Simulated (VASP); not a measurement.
# TaO: single point with PBE

Crystal: TaO.

```
Ta O
1.0
     2.97930    0.00000    0.00000
     0.00000    2.97930    0.00000
     0.00000    0.00000    2.94219
Ta O
1 1
Direct
  0.50000 0.50000 0.00000
  0.00000 0.00000 0.00000
```

| Quantity | Value |
| --- | --- |
| Program | VASP 6.6.1 |
| Task | single point |
| Functional | PBE |
| Potentials or basis | VASP PAW PBE potentials, release 64 (Ta_sv_GW, O) |
| Cutoff | 600 eV |
| k mesh | 18 × 18 × 20 |
| Occupations | gaussian, width 0.1 eV |
| Spin | no spin polarisation |

The pressure is -0.2 GPa.

Stress tensor (GPa, compression positive):
```
-0.08  0.00  0.00
 0.00 -0.08  0.00
 0.00  0.00 -0.45
```

Levels at points of the mesh, in eV from the Fermi level:
| k point | band 6 | band 7 | band 8 | band 9 | band 10 | band 11 | band 12 | band 13 | band 14 | band 15 |
| --- | --- | --- | --- | --- | --- | --- | --- | --- | --- | --- |
| (0.00, 0.00, 0.00) | -5.92 | -5.92 | -4.99 | -4.92 | -4.15 | 1.73 | 1.88 | 3.03 | 3.03 | 13.64 |
| (0.50, 0.00, 0.00) | -10.29 | -8.63 | -5.63 | -3.53 | 2.01 | 2.91 | 3.04 | 3.40 | 7.47 | 9.01 |
| (0.50, 0.50, 0.00) | -6.91 | -6.91 | -4.60 | -2.55 | 0.84 | 0.84 | 3.82 | 4.58 | 6.15 | 6.15 |
| (0.00, 0.00, 0.50) | -7.50 | -5.73 | -5.73 | -3.44 | 0.28 | 0.28 | 2.15 | 2.59 | 3.15 | 7.19 |
| (0.50, 0.00, 0.50) | -9.73 | -8.40 | -8.32 | 0.41 | 0.94 | 2.14 | 2.29 | 6.08 | 7.67 | 9.76 |
| (0.50, 0.50, 0.50) | -6.46 | -6.46 | -6.30 | -3.31 | -3.31 | 4.24 | 4.78 | 4.94 | 7.35 | 11.90 |

Run time: 87 s on 1 thread of AMD EPYC 9R45 (Zen 5) (shared host), peak memory 0.4 GiB.

Caveat: spin-orbit coupling is left out, which moves the levels of the heavy elements; an odd number of electrons without spin polarisation forces a metal; a magnetic or distorted state may lie lower.
